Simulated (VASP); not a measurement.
# W (Fm-3m) in VASP: further runs

Runs on W. Level: PBEsol. Tasks: single point.

Program: VASP 6.6.1. These are calculated values, not measurements. Logs are shortened: lines on timing, memory, paths and dates and some standing lists are left out, and cuts for length are marked.

## (1) The cell of the first run

Symmetry: Fm-3m, No. 225, cubic system. The conventional cell has a = 3.949 Å, b = 3.949 Å, c = 3.949 Å, α = 90.00°, β = 90.00°, γ = 90.00°. W (site symmetry m-3m) has 12 W at 2.79 Å within 3.7 Å.

## (2) Single point, PBEsol

INCAR reads:

```
SYSTEM = W
  ALGO = Normal
  EDIFF = 1E-7
  ENCUT = 520
  GGA = PS
  ISIF = 2
  ISMEAR = -1
  LASPH = .True.
  LCHARG = .False.
  LREAL = .False.
  LWAVE = .False.
  NBANDS = 13
  NELM = 100
  PREC = Accurate
  SIGMA = 0.15
```

KPOINTS reads:

```
k-points
0
Gamma
  10 10 10
  0 0 0
```

POSCAR reads:

```
W
1.0
    0.0000000000      1.9743553172      1.9743553172
    1.9743553172      0.0000000000      1.9743553172
    1.9743553172      1.9743553172      0.0000000000
W
1
Direct
    0.0000000000      0.0000000000      0.0000000000
```

Potentials or basis: VASP PAW PBE potentials, release 64 (W_sv).

Launch:

```console
$ cat potpaw_PBE.64/W_sv/POTCAR > POTCAR
$ mpirun -np 1 vasp_std > vasp.out
```

OUTCAR:

```text
SYSTEM = W
   EDIFF = 1E-7
   ENCUT = 520
   GGA = PS
   ISIF = 2
   ISMEAR = -1
   LASPH = .True.
   LREAL = .False.
   NELM = 100
   PREC = Accurate

 ion  position               nearest neighbor table
   1  0.000  0.000  0.000-

  LATTYP: Found a face centered cubic cell.
 ALAT       =     3.9487106344

  Lattice vectors:

 A1 = (   0.0000000000,   1.9743553172,   1.9743553172)
 A2 = (   1.9743553172,   0.0000000000,   1.9743553172)
 A3 = (   1.9743553172,   1.9743553172,   0.0000000000)

Analysis of symmetry for initial positions (statically):
=====================================================================
 Subroutine PRICEL returns:
 Original cell was already a primitive cell.

 Routine SETGRP: Setting up the symmetry group for a
 face centered cubic supercell.

 Subroutine GETGRP returns: Found 48 space group operations
 (whereof 48 operations were pure point group operations)
 out of a pool of 48 trial point group operations.

The static configuration has the point symmetry O_h .

Analysis of symmetry for dynamics (positions and initial velocities):
=====================================================================
 Subroutine PRICEL returns:
 Original cell was already a primitive cell.

 Routine SETGRP: Setting up the symmetry group for a
 face centered cubic supercell.

 Subroutine GETGRP returns: Found 48 space group operations
 (whereof 48 operations were pure point group operations)
 out of a pool of 48 trial point group operations.

The dynamic configuration has the point symmetry O_h .

 Subroutine INISYM returns: Found 48 space group operations
 (whereof 48 operations are pure point group operations),
 and found     1 'primitive' translations

----------------------------------------------------------------------------------------

                                     Primitive cell

  volume of cell :      15.3924

  direct lattice vectors                    reciprocal lattice vectors
     0.000000000  1.974355317  1.974355317    -0.253247222  0.253247222  0.253247222
     1.974355317  0.000000000  1.974355317     0.253247222 -0.253247222  0.253247222
     1.974355317  1.974355317  0.000000000     0.253247222  0.253247222 -0.253247222

  length of vectors
[... 79 lines left out ...]
   NELM   =    100;   NELMIN=  2; NELMDL= -5     # of ELM steps
   EDIFF  = 0.1E-06   stopping-criterion for ELM
   LREAL  =      F    real-space projection
   EDIFFG = 0.1E-05   stopping-criterion for IOM
   NSW    =      0    number of steps for IOM
   IBRION =     -1    ionic relax: 0-MD 1-quasi-New 2-CG
   NFREE  =      0    steps in history (QN), initial steepest desc. (CG)
   ISIF   =      2    stress and relaxation
   ISYM   =      2    0-nonsym 1-usesym 2-fastsym
   POTIM  = 0.5000    time-step for ionic-motion
   TEBEG  =    0.0;   TEEND  =   0.0 temperature during run
   PSTRESS=    0.0 pullay stress
   NELECT =      14.0000    total number of electrons
   NUPDOWN=      -1.0000    fix difference up-down
   EMIN   =  10.00;   EMAX   =-10.00  energy-range for DOS
   EFERMI =   0.00;   METHOD = LEGACY
   ISMEAR =    -1;   SIGMA  =   0.15  broadening in eV -4-tet -1-fermi 0-gaus
   EFERMI_NEDOS =   21; number of points for ismear=-14 and -15
   IALGO  =     38    algorithm
   IMIX   =      4    mixing-type and parameters
     AMIX     =   0.40;   BMIX     =  1.00
     AMIX_MAG =   1.60;   BMIX_MAG =  1.00
  volume/ion in A,a.u.               =      15.39       103.87
  Fermi-wavevector in a.u.,A,eV,Ry     =   1.586167  2.997421 34.231241  2.515925
  Thomas-Fermi vector in A             =   2.685520
   LORBIT       =      0    0 simple, 1 ext, 2 COOP (PROOUT), +10 PAW based schemes
   GGA     = PS    functional components
   LHFCALC =     F    Hartree Fock is set to
   AEXX    =    0.0000 exact exchange contribution
   IVDW    =     0    specifies the selected vdW correction
   LEPSILON=     F    determine dielectric tensor
   LRPA    =     F    only Hartree local field effects (RPA)
 non-spin polarized calculation
  energy-cutoff  :      520.00
  volume of cell :       15.39
 maximum number of plane-waves:       424
 NGX is ok and might be reduce to    24
   NGX = 11   NGY = 11   NGZ = 11

 number of electron      13.9999998 magnetization

 Free energy of the ion-electron system (eV)
  ---------------------------------------------------
  ext. energy  EPLUGINS =         0.00000000
  ---------------------------------------------------
  free energy    TOTEN  =       -13.31705102 eV

  energy without entropy =      -13.22989343  energy(sigma->0) =      -13.27347222

 E-fermi :  11.2375     XC(G=0): -13.9177

 val. band max:       11.1790812147   @ k =   0.4000   0.3000   0.0000
 cond. band min:      11.2444067206   @ k =   0.2000   0.1000   0.0000
 fundamental gap:      0.0653255059
 Fermi energy:        11.2374547711

 k-point     1 :       0.0000    0.0000    0.0000
  band No.  band energies     occupation
      1     -62.2918      2.00000
      2     -25.8261      2.00000
      3     -25.8261      2.00000
      4     -25.8261      2.00000
      5       1.8806      2.00000
      6      10.5710      1.97676
      7      10.5710      1.97676
      8      10.5710      1.97676
      9      13.9863      0.00000
     10      13.9863      0.00000
     11      24.1205      0.00000
     12      29.6231      0.00000
     13      29.6231      0.00000
[... 354 lines left out ...]
  band No.  band energies     occupation
      1     -62.1398      2.00000
      2     -26.9198      2.00000
      3     -26.2701      2.00000
      4     -26.2228      2.00000
      5       5.9167      2.00000
      6       7.1431      2.00000
      7      11.1791      1.19216
      8      14.1636      0.00000
      9      15.7786      0.00000
     10      16.5416      0.00000
     11      25.7508      0.00000
     12      27.6156      0.00000
     13      29.3674      0.00000

 [... further k-points ...]
[... 5 lines left out ...]
  --------------------------------------------------------------------------------------
  -------------------------------------------------------------------------------------
  Total        1.3239993      1.3239993      1.3239993      0.0000000      0.0000000      0.0000000
  in kB      137.8137057    137.8137057    137.8137057      0.0000000      0.0000000      0.0000000
  external PRESSURE =     137.8137057 kB  Pullay stress =       0.0000000 kB

 VOLUME and BASIS-vectors are now :
 -----------------------------------------------------------------------------
  energy-cutoff  :      520.00
  volume of cell :       15.39
      direct lattice vectors                 reciprocal lattice vectors
     0.000000000  1.974355317  1.974355317    -0.253247222  0.253247222  0.253247222
     1.974355317  0.000000000  1.974355317     0.253247222 -0.253247222  0.253247222
     1.974355317  1.974355317  0.000000000     0.253247222  0.253247222 -0.253247222

 POSITION                                       TOTAL-FORCE (eV/Angst)
 -----------------------------------------------------------------------------------
      0.00000      0.00000      0.00000         0.000000     -0.000000      0.000000
 -----------------------------------------------------------------------------------
    total drift:                               -0.000000     -0.000000     -0.000000

  FREE ENERGIE OF THE ION-ELECTRON SYSTEM (eV)
  ---------------------------------------------------
  free  energy   TOTEN  =       -13.3170510171 eV

  energy  without entropy=      -13.2298934322  energy(sigma->0) =      -13.27347222
```

Run time: 12 s. Hardware: 1 thread of AMD EPYC 7R13, shared host; peak memory 0.11 GiB.

Results:

```yaml
Free_energy: -13.3171 eV
Pressure: 13.8 GPa
Band_gap_on_the_k_mesh: zero (band 7 reaches 14.67 eV, above the bottom of band 8 at 10.57 eV)
```

Caveat: the PAW data sets were made with another functional, which shifts forces and pressure a little; spin-orbit coupling is left out, which moves the levels of the heavy elements.

## (3) Single point, PBEsol

This run uses another cell than the first one, of 16.06 Å³/atom, 1.043 times its volume.

INCAR reads:

```
  PREC = Accurate
  ENCUT = 520
  EDIFF = 1E-6
  ISMEAR = -1
  SIGMA = 0.15
  LREAL = F
  LASPH = T
  NELM = 100
  ALGO = Normal
  ISIF = 2
  LWAVE = F
  LCHARG = F
  GGA = PS
  NBANDS = 13
```

KPOINTS reads:

```
regular mesh
0
Gamma
  10 10 10
```

POSCAR reads:

```
W
1.0
    0.0000000000      2.0025642044      2.0025642044
    2.0025642044      0.0000000000      2.0025642044
    2.0025642044      2.0025642044      0.0000000000
W
1
Direct
    0.0000000000      0.0000000000      0.0000000000
```

Potentials or basis: VASP PAW PBE potentials, release 64 (W_sv).

Launch:

```console
$ cat potpaw_PBE.64/W_sv/POTCAR > POTCAR
$ mpirun -np 1 vasp_std > vasp.out
```

OUTCAR:

```text
PREC = Accurate
   ENCUT = 520
   EDIFF = 1E-6
   ISMEAR = -1
   LREAL = F
   LASPH = T
   NELM = 100
   ISIF = 2
   GGA = PS

 ion  position               nearest neighbor table
   1  0.000  0.000  0.000-

  LATTYP: Found a face centered cubic cell.
 ALAT       =     4.0051284088

  Lattice vectors:

 A1 = (   0.0000000000,   2.0025642044,   2.0025642044)
 A2 = (   2.0025642044,   0.0000000000,   2.0025642044)
 A3 = (   2.0025642044,   2.0025642044,   0.0000000000)

Analysis of symmetry for initial positions (statically):
=====================================================================
 Subroutine PRICEL returns:
 Original cell was already a primitive cell.

 Routine SETGRP: Setting up the symmetry group for a
 face centered cubic supercell.

 Subroutine GETGRP returns: Found 48 space group operations
 (whereof 48 operations were pure point group operations)
 out of a pool of 48 trial point group operations.

The static configuration has the point symmetry O_h .

Analysis of symmetry for dynamics (positions and initial velocities):
=====================================================================
 Subroutine PRICEL returns:
[... 160 lines left out ...]
 Fermi energy:        10.6265336250

 k-point     1 :       0.0000    0.0000    0.0000
  band No.  band energies     occupation
      1     -62.9771      2.00000
      2     -26.5748      2.00000
      3     -26.5748      2.00000
      4     -26.5748      2.00000
      5       1.4976      2.00000
      6      10.0255      1.96427
      7      10.0255      1.96427
      8      10.0255      1.96427
      9      13.2387      0.00000
     10      13.2387      0.00000
     11      23.4712      0.00000
     12      28.7571      0.00000
     13      28.7571      0.00000
[... 354 lines left out ...]
  band No.  band energies     occupation
      1     -62.8516      2.00000
      2     -27.5231      2.00000
      3     -26.9607      2.00000
      4     -26.9201      2.00000
      5       5.5257      2.00000
      6       6.7758      2.00000
      7      10.5096      1.37110
      8      13.4156      0.00000
      9      14.9243      0.00000
     10      15.6358      0.00000
     11      24.5713      0.00000
     12      26.4344      0.00000
     13      28.1291      0.00000

 [... further k-points ...]
[... 5 lines left out ...]
  --------------------------------------------------------------------------------------
  -------------------------------------------------------------------------------------
  Total       -0.0058305     -0.0058305     -0.0058305      0.0000000     -0.0000000      0.0000000
  in kB       -0.5816007     -0.5816007     -0.5816007      0.0000000     -0.0000000      0.0000000
  external PRESSURE =      -0.5816007 kB  Pullay stress =       0.0000000 kB

 VOLUME and BASIS-vectors are now :
 -----------------------------------------------------------------------------
  energy-cutoff  :      520.00
  volume of cell :       16.06
      direct lattice vectors                 reciprocal lattice vectors
     0.000000000  2.002564204  2.002564204    -0.249679885  0.249679885  0.249679885
     2.002564204  0.000000000  2.002564204     0.249679885 -0.249679885  0.249679885
     2.002564204  2.002564204  0.000000000     0.249679885  0.249679885 -0.249679885

 POSITION                                       TOTAL-FORCE (eV/Angst)
 -----------------------------------------------------------------------------------
      0.00000      0.00000      0.00000        -0.000000     -0.000000      0.000000
 -----------------------------------------------------------------------------------
    total drift:                                0.000000     -0.000000      0.000000

  FREE ENERGIE OF THE ION-ELECTRON SYSTEM (eV)
  ---------------------------------------------------
  free  energy   TOTEN  =       -13.3451192657 eV

  energy  without entropy=      -13.2552789298  energy(sigma->0) =      -13.30019910
```

OSZICAR:

```text
N       E                     dE             d eps       ncg     rms          rms(c)
DAV:   1     0.832123985673E+02    0.83212E+02   -0.74480E+03  1230   0.124E+03
DAV:   2    -0.124826910021E+02   -0.95695E+02   -0.92246E+02  1382   0.317E+02
DAV:   3    -0.140159817523E+02   -0.15333E+01   -0.15279E+01  1322   0.388E+01
DAV:   4    -0.140220783033E+02   -0.60966E-02   -0.60964E-02  1387   0.271E+00
DAV:   5    -0.140221326956E+02   -0.54392E-04   -0.54391E-04  1347   0.239E-01    0.204E+01
DAV:   6    -0.134860224090E+02    0.53611E+00   -0.44351E-01  1292   0.870E+00    0.803E+00
DAV:   7    -0.133501424240E+02    0.13588E+00   -0.21131E-01  1337   0.564E+00    0.506E-01
DAV:   8    -0.133452099805E+02    0.49324E-02   -0.42901E-03  1242   0.881E-01    0.745E-02
DAV:   9    -0.133451154262E+02    0.94554E-04   -0.10154E-04  1431   0.113E-01    0.325E-02
DAV:  10    -0.133451190145E+02   -0.35883E-05   -0.60973E-06  1302   0.314E-02    0.290E-03
DAV:  11    -0.133451192657E+02   -0.25119E-06   -0.95940E-08   691   0.368E-03
   1 F= -.13345119E+02 E0= -.13300199E+02  d E =-.898403E-01
```

It took 11 s on 1 thread of AMD EPYC 7R13, shared host; peak memory 0.11 GiB.

Results:

| Property | Result |
| --- | --- |
| Free energy | -13.3451 eV |
| Pressure | -0.1 GPa |
| Band gap on the k mesh | zero (band 7 reaches 13.80 eV, above the bottom of band 8 at 10.03 eV) |

Caveat: the PAW data sets were made with another functional, which shifts forces and pressure a little; spin-orbit coupling is left out, which moves the levels of the heavy elements.

## (4) Single point, PBEsol

This run uses another cell than the first one, of 16.73 Å³/atom, 1.087 times its volume.

INCAR reads:

```
  PREC = Accurate
  ENCUT = 520
  EDIFF = 1E-6
  ISMEAR = -1
  SIGMA = 0.15
  LREAL = False
  LASPH = True
  NELM = 60
  ALGO = Normal
  ISIF = 2
  LWAVE = False
  LCHARG = False
  GGA = PS
  NBANDS = 13
```

KPOINTS reads:

```
Automatic mesh
0
Gamma
  10 10 10
```

POSCAR reads:

```
W
1.0
    0.0000000000      2.0300000000      2.0300000000
    2.0300000000      0.0000000000      2.0300000000
    2.0300000000      2.0300000000      0.0000000000
W
1
Direct
    0.0000000000      0.0000000000      0.0000000000
```

Launch:

```console
$ cat potpaw_PBE.64/W_sv/POTCAR > POTCAR
$ mpirun -np 1 vasp_std > vasp.out
```

Run time: 11 s. Hardware: 1 thread of AMD EPYC 7R13, shared host; peak memory 0.11 GiB.

Results (log left out):

```
Free energy            : -13.3209 eV
Pressure               : -11.3 GPa
Band gap on the k mesh : zero (band 7 reaches 13.02 eV, above the bottom of band 8 at 9.52 eV)
```

Levels at points of the mesh, in eV from the Fermi level:
```
           k point  band 3  band 4  band 5  band 6  band 7  band 8  band 9  band 10  band 11  band 12
(0.00, 0.00, 0.00)  -37.33  -37.33   -8.91   -0.55   -0.55   -0.55    2.48     2.48    12.80    17.88
(0.50, 0.00, 0.00)  -37.48  -37.48   -5.51   -0.77   -0.77    0.59    4.90     4.90     9.98    12.41
(0.50, 0.50, 0.00)  -37.72  -37.72   -5.37   -4.41    2.95    4.86    5.62     5.62    11.56    11.56
```

Caveat: the PAW data sets were made with another functional, which shifts forces and pressure a little; spin-orbit coupling is left out, which moves the levels of the heavy elements.

## (5) Single point, PBEsol

This run uses another cell than the first one, of 17.40 Å³/atom, 1.130 times its volume.

INCAR reads:

```
SYSTEM = W
PREC     = Accurate       ! precision mode
ENCUT    = 520            ! plane-wave cutoff, eV
EDIFF    = 1E-6           ! SCF threshold, eV
ISMEAR   = -1             ! smearing method
SIGMA    = 0.15           ! smearing width, eV
LREAL    = .FALSE.        ! projectors in reciprocal space
LASPH    = .TRUE.         ! aspherical terms in the spheres
NELM     = 100            ! most SCF steps
ALGO     = Normal         ! electronic algorithm
ISIF     = 2              ! what is computed and relaxed
LWAVE    = .FALSE.        ! write WAVECAR
LCHARG   = .FALSE.        ! write CHGCAR
GGA      = PS             ! functional
NBANDS   = 13             ! bands
```

KPOINTS reads:

```
regular mesh
0
G
  10 10 10
  0 0 0
```

POSCAR reads:

```
W
1.0
    0.0000000000      2.0567135898      2.0567135898
    2.0567135898      0.0000000000      2.0567135898
    2.0567135898      2.0567135898      0.0000000000
W
1
Direct
    0.0000000000      0.0000000000      0.0000000000
```

Potentials or basis: VASP PAW PBE potentials, release 64 (W_sv).

Launch:

```console
$ cat potpaw_PBE.64/W_sv/POTCAR > POTCAR
$ mpirun -np 1 vasp_std > vasp.out
```

OUTCAR:

```text
SYSTEM = W
   PREC = Accurate
   ENCUT = 520
   EDIFF = 1E-6
   ISMEAR = -1
   LREAL = .FALSE.
   LASPH = .TRUE.
   NELM = 100
   ISIF = 2
   GGA = PS

 ion  position               nearest neighbor table
   1  0.000  0.000  0.000-

  LATTYP: Found a face centered cubic cell.
 ALAT       =     4.1134271796

  Lattice vectors:

 A1 = (   0.0000000000,   2.0567135898,   2.0567135898)
 A2 = (   2.0567135898,   0.0000000000,   2.0567135898)
 A3 = (   2.0567135898,   2.0567135898,   0.0000000000)
[... 553 lines left out ...]
      4     -28.1785      2.00000
      5       4.8170      2.00000
      6       6.1047      2.00000
      7       9.3404      1.58997
      8      12.0745      0.00000
      9      13.4049      0.00000
     10      14.0204      0.00000
     11      22.4604      0.00000
     12      24.3272      0.00000
     13      25.8576      0.00000

 [... further k-points ...]
[... 5 lines left out ...]
  --------------------------------------------------------------------------------------
  -------------------------------------------------------------------------------------
  Total       -2.2232433     -2.2232433     -2.2232433      0.0000000      0.0000000      0.0000000
  in kB     -204.7133272   -204.7133272   -204.7133272      0.0000000      0.0000000      0.0000000
  external PRESSURE =    -204.7133272 kB  Pullay stress =       0.0000000 kB

 VOLUME and BASIS-vectors are now :
 -----------------------------------------------------------------------------
  energy-cutoff  :      520.00
  volume of cell :       17.40
      direct lattice vectors                 reciprocal lattice vectors
     0.000000000  2.056713590  2.056713590    -0.243106285  0.243106285  0.243106285
     2.056713590  0.000000000  2.056713590     0.243106285 -0.243106285  0.243106285
     2.056713590  2.056713590  0.000000000     0.243106285  0.243106285 -0.243106285

 POSITION                                       TOTAL-FORCE (eV/Angst)
 -----------------------------------------------------------------------------------
      0.00000      0.00000      0.00000         0.000000     -0.000000     -0.000000
 -----------------------------------------------------------------------------------
    total drift:                               -0.000000      0.000000     -0.000000

  FREE ENERGIE OF THE ION-ELECTRON SYSTEM (eV)
  ---------------------------------------------------
  free  energy   TOTEN  =       -13.2540823068 eV

  energy  without entropy=      -13.1595643504  energy(sigma->0) =      -13.20682333
```

stdout:

```text
POSCAR found type information on POSCAR W
 POSCAR found :  1 types and       1 ions
 scaLAPACK will be used
 -----------------------------------------------------------------------------
|                                                                             |
|                                                                             |
|     You enforced a specific xc type in the INCAR file but a different       |
|     I HOPE YOU KNOW WHAT YOU ARE DOING!                                     |
|                                                                             |
 -----------------------------------------------------------------------------

 LDA part: xc-table for (Slater+PW92), standard interpolation
 POSCAR, INCAR and KPOINTS ok, starting setup
 FFT: planning ... GRIDC
 FFT: planning ... GRID_SOFT
 FFT: planning ... GRID
 WAVECAR not read
 entering main loop
```

It took 12 s on 1 thread of AMD EPYC 7R13, shared host; peak memory 0.11 GiB.

Results:

```
Free energy            : -13.2541 eV
Pressure               : -20.5 GPa
Band gap on the k mesh : zero (band 7 reaches 12.30 eV, above the bottom of band 8 at 9.04 eV)
```

Caveat: the PAW data sets were made with another functional, which shifts forces and pressure a little; spin-orbit coupling is left out, which moves the levels of the heavy elements.

(Part 1 of 2 ends here.)
